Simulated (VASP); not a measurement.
# GaN (P6_3mc) in VASP: notebook

GaN is run at these levels: PBE; tasks: single point, relaxation of cell and atoms.

All numbers are computed with VASP 6.6.1; they aren't measurements. Logs are shortened: lines on timing, memory, paths and dates and some standing lists are left out, and cuts for length are marked.

**Experimental background.**

“Studying electronic properties in GaN without electrical contacts using γ-γ vs e−-γ Perturbed Angular Correlations”, 2019, pmc:6823545 quotes, for a bulk crystal of GaN: band gap 3.503 ± 0.005 eV (direct).

The runs below are set against these values where they give the same quantity.

**1. The cell of the first run**

The structure is hexagonal, space group P6_3mc (No. 186). Conventional cell: a = 3.218 Å, b = 3.218 Å, c = 5.243 Å, α = 90.00°, β = 90.00°, γ = 120.00°. Within 2.6 Å of Ga (site symmetry 3m) lie 4 N at 1.97 to 1.98 Å. Within 2.6 Å of N (site symmetry 3m) lie 4 Ga at 1.97 to 1.98 Å.

**2. Single point, PBE**

INCAR reads:

```
  ALGO = Normal
  EDIFF = 1E-6
  ENCUT = 520
  GGA = PE
  ISIF = 2
  ISMEAR = 0
  LASPH = T
  LCHARG = F
  LREAL = F
  LWAVE = F
  NBANDS = 26
  NELM = 60
  PREC = Accurate
  SIGMA = 0.01
```

KPOINTS reads:

```
k-points
0
Gamma
  10 10 6
```

POSCAR reads:

```
GaN
1.0
    3.2184008768      0.0000000000      0.0000000000
   -1.6092004384      2.7872169188      0.0000000000
    0.0000000000      0.0000000000      5.2430312957
Ga N
2 2
Direct
    0.3333333333      0.6666666667     -0.0008664082
    0.6666666667      0.3333333333      0.4991335918
    0.3333333333      0.6666666667      0.3758664082
    0.6666666667      0.3333333333      0.8758664082
```

Potentials or basis: VASP PAW PBE potentials, release 64 (Ga_d, N).

Launch:

```
> cat potpaw_PBE.64/Ga_d/POTCAR potpaw_PBE.64/N/POTCAR > POTCAR
> mpirun -np 1 vasp_std > vasp.out
```

OUTCAR:

```text
EDIFF = 1E-6
   ENCUT = 520
   GGA = PE
   ISIF = 2
   ISMEAR = 0
   LASPH = T
   LREAL = F
   NELM = 60
   PREC = Accurate

 ion  position               nearest neighbor table
   1  0.333  0.667  0.999-   4 1.97   4 1.97   4 1.97   3 1.98
   2  0.667  0.333  0.499-   3 1.97   3 1.97   3 1.97   4 1.98
   3  0.333  0.667  0.376-   2 1.97   2 1.97   2 1.97   1 1.98
   4  0.667  0.333  0.876-   1 1.97   1 1.97   1 1.97   2 1.98

  LATTYP: Found a hexagonal cell.
 ALAT       =     3.2184008768
 C/A-ratio  =     1.6290796257

  Lattice vectors:

 A1 = (   3.2184008768,   0.0000000000,   0.0000000000)
 A2 = (  -1.6092004384,   2.7872169188,   0.0000000000)
 A3 = (   0.0000000000,   0.0000000000,   5.2430312957)

Analysis of symmetry for initial positions (statically):
=====================================================================
 Subroutine PRICEL returns:
 Original cell was already a primitive cell.

 Routine SETGRP: Setting up the symmetry group for a
 hexagonal supercell.

 Subroutine GETGRP returns: Found 12 space group operations
 (whereof  6 operations were pure point group operations)
 out of a pool of 24 trial point group operations.

The static configuration has the point symmetry C_3v.
 The point group associated with its full space group is C_6v.

Analysis of symmetry for dynamics (positions and initial velocities):
=====================================================================
 Subroutine PRICEL returns:
 Original cell was already a primitive cell.

 Routine SETGRP: Setting up the symmetry group for a
 hexagonal supercell.

 Subroutine GETGRP returns: Found 12 space group operations
 (whereof  6 operations were pure point group operations)
 out of a pool of 24 trial point group operations.

The dynamic configuration has the point symmetry C_3v.
 The point group associated with its full space group is C_6v.

 Subroutine INISYM returns: Found 12 space group operations
 (whereof  6 operations are pure point group operations),
 and found     1 'primitive' translations

----------------------------------------------------------------------------------------

                                     Primitive cell

  volume of cell :      47.0320
[... 88 lines left out ...]
   LNONCOLLINEAR =      F non collinear calculations
   LSORBIT =      F    spin-orbit coupling
   LASPH  =      T    aspherical Exc in radial PAW
   ENCUT  =  520.0 eV  38.22 Ry    6.18 a.u.   5.98  5.98  9.75*2*pi/ulx,y,z
   NELM   =     60;   NELMIN=  2; NELMDL= -5     # of ELM steps
   EDIFF  = 0.1E-05   stopping-criterion for ELM
   LREAL  =      F    real-space projection
   EDIFFG = 0.1E-04   stopping-criterion for IOM
   NSW    =      0    number of steps for IOM
   IBRION =     -1    ionic relax: 0-MD 1-quasi-New 2-CG
   NFREE  =      0    steps in history (QN), initial steepest desc. (CG)
   ISIF   =      2    stress and relaxation
   ISYM   =      2    0-nonsym 1-usesym 2-fastsym
   POTIM  = 0.5000    time-step for ionic-motion
   TEBEG  =    0.0;   TEEND  =   0.0 temperature during run
   PSTRESS=    0.0 pullay stress
   NELECT =      36.0000    total number of electrons
   NUPDOWN=      -1.0000    fix difference up-down
   EMIN   =  10.00;   EMAX   =-10.00  energy-range for DOS
   EFERMI =   0.00;   METHOD = LEGACY
   ISMEAR =     0;   SIGMA  =   0.01  broadening in eV -4-tet -1-fermi 0-gaus
   EFERMI_NEDOS =   21; number of points for ismear=-14 and -15
   IALGO  =     38    algorithm
   IMIX   =      4    mixing-type and parameters
     AMIX     =   0.40;   BMIX     =  1.00
     AMIX_MAG =   1.60;   BMIX_MAG =  1.00
  volume/ion in A,a.u.               =      11.76        79.35
  Fermi-wavevector in a.u.,A,eV,Ry     =   1.497538  2.829937 30.512702  2.242620
  Thomas-Fermi vector in A             =   2.609413
   LORBIT       =      0    0 simple, 1 ext, 2 COOP (PROOUT), +10 PAW based schemes
   GGA     = PE    functional components
   LHFCALC =     F    Hartree Fock is set to
   AEXX    =    0.0000 exact exchange contribution
   IVDW    =     0    specifies the selected vdW correction
   LEPSILON=     F    determine dielectric tensor
   LRPA    =     F    only Hartree local field effects (RPA)
 non-spin polarized calculation
 Gauss-broadening in eV      SIGMA  =   0.01
  energy-cutoff  :      520.00
  volume of cell :       47.03
 maximum number of plane-waves:      1296
 NGX is ok and might be reduce to    24
   NGX = 11   NGY = 11   NGZ = 19

 number of electron      35.9999957 magnetization

 Free energy of the ion-electron system (eV)
  ---------------------------------------------------
  ext. energy  EPLUGINS =         0.00000000
  ---------------------------------------------------
  free energy    TOTEN  =       -24.32780590 eV

  energy without entropy =      -24.32780590  energy(sigma->0) =      -24.32780590

 E-fermi :   5.0907     XC(G=0): -11.5150

 val. band max:        5.0086148103   @ k =   0.0000   0.0000   0.0000
 cond. band min:       6.7247535469   @ k =   0.0000   0.0000   0.0000
 fundamental gap:      1.7161387366
 Fermi energy:         5.0906543588

 k-point     1 :       0.0000    0.0000    0.0000
  band No.  band energies     occupation
      1     -10.7266      2.00000
      2      -9.9033      2.00000
      3      -8.4116      2.00000
      4      -8.3972      2.00000
      5      -8.3972      2.00000
      6      -8.3414      2.00000
[... 685 lines left out ...]
     25      16.8138      0.00000
     26      18.0886      0.00000

 [... further k-points ...]

------------------------ aborting loop because EDIFF is reached ----------------------------------------

  FORCE on cell =-STRESS in cart. coord.  units (eV):
  Direction    XX          YY          ZZ          XY          YZ          ZX
  --------------------------------------------------------------------------------------
  -------------------------------------------------------------------------------------
  Total        0.0323439      0.0323439      0.0449062      0.0000000     -0.0000000      0.0000000
  in kB        1.1018164      1.1018164      1.5297618      0.0000000     -0.0000000      0.0000000
  external PRESSURE =       1.2444649 kB  Pullay stress =       0.0000000 kB

 VOLUME and BASIS-vectors are now :
 -----------------------------------------------------------------------------
  energy-cutoff  :      520.00
  volume of cell :       47.03
      direct lattice vectors                 reciprocal lattice vectors
     3.218400877  0.000000000  0.000000000     0.310713313  0.179390415  0.000000000
    -1.609200438  2.787216919  0.000000000     0.000000000  0.358780830  0.000000000
     0.000000000  0.000000000  5.243031296     0.000000000  0.000000000  0.190729359

 POSITION                                       TOTAL-FORCE (eV/Angst)
 -----------------------------------------------------------------------------------
     -0.00000      1.85814      5.23849         0.000000      0.000000     -0.000341
      1.60920      0.92907      2.61697        -0.000000     -0.000000     -0.000341
     -0.00000      1.85814      1.97068        -0.000000     -0.000000      0.000341
      1.60920      0.92907      4.59219         0.000000      0.000000      0.000341
 -----------------------------------------------------------------------------------
    total drift:                               -0.000001     -0.000001     -0.001232

  FREE ENERGIE OF THE ION-ELECTRON SYSTEM (eV)
  ---------------------------------------------------
  free  energy   TOTEN  =       -24.3278058960 eV

  energy  without entropy=      -24.3278058960  energy(sigma->0) =      -24.32780590
```

OSZICAR:

```text
N       E                     dE             d eps       ncg     rms          rms(c)
DAV:   1     0.282538323908E+03    0.28254E+03   -0.17578E+04  3164   0.256E+03
DAV:   2     0.896709689358E+01   -0.27357E+03   -0.25756E+03  3152   0.488E+02
DAV:   3    -0.270140049390E+02   -0.35981E+02   -0.35445E+02  3444   0.143E+02
DAV:   4    -0.282273783244E+02   -0.12134E+01   -0.12078E+01  3496   0.284E+01
DAV:   5    -0.282538269868E+02   -0.26449E-01   -0.26424E-01  3486   0.409E+00    0.108E+01
DAV:   6    -0.242551556961E+02    0.39987E+01   -0.10075E+01  4800   0.479E+01    0.308E+00
DAV:   7    -0.243460934797E+02   -0.90938E-01   -0.13462E+00  3142   0.898E+00    0.268E+00
DAV:   8    -0.243415652176E+02    0.45283E-02   -0.15503E-01  4784   0.480E+00    0.844E-01
DAV:   9    -0.243273120214E+02    0.14253E-01   -0.44266E-02  4622   0.347E+00    0.379E-01
DAV:  10    -0.243278109248E+02   -0.49890E-03   -0.55304E-03  3082   0.441E-01    0.924E-02
DAV:  11    -0.243278094704E+02    0.14545E-05   -0.22017E-04  5058   0.268E-01    0.501E-02
DAV:  12    -0.243278047730E+02    0.46974E-05   -0.35909E-05  3394   0.495E-02    0.236E-02
DAV:  13    -0.243278052156E+02   -0.44264E-06   -0.19408E-05  3710   0.494E-02    0.229E-02
DAV:  14    -0.243278058960E+02   -0.68036E-06   -0.36890E-06  2954   0.130E-02
   1 F= -.24327806E+02 E0= -.24327806E+02  d E =-.110684E-33
```

Wall time 65 s (1 thread of Intel Xeon Platinum 8488C (Sapphire Rapids), shared host); peak memory 0.19 GiB.

Results:

* Free energy: -24.3278 eV
* Pressure: 0.1 GPa
* Band gap on the k mesh: 1.72 eV

(Continued in part 2 of 2.)
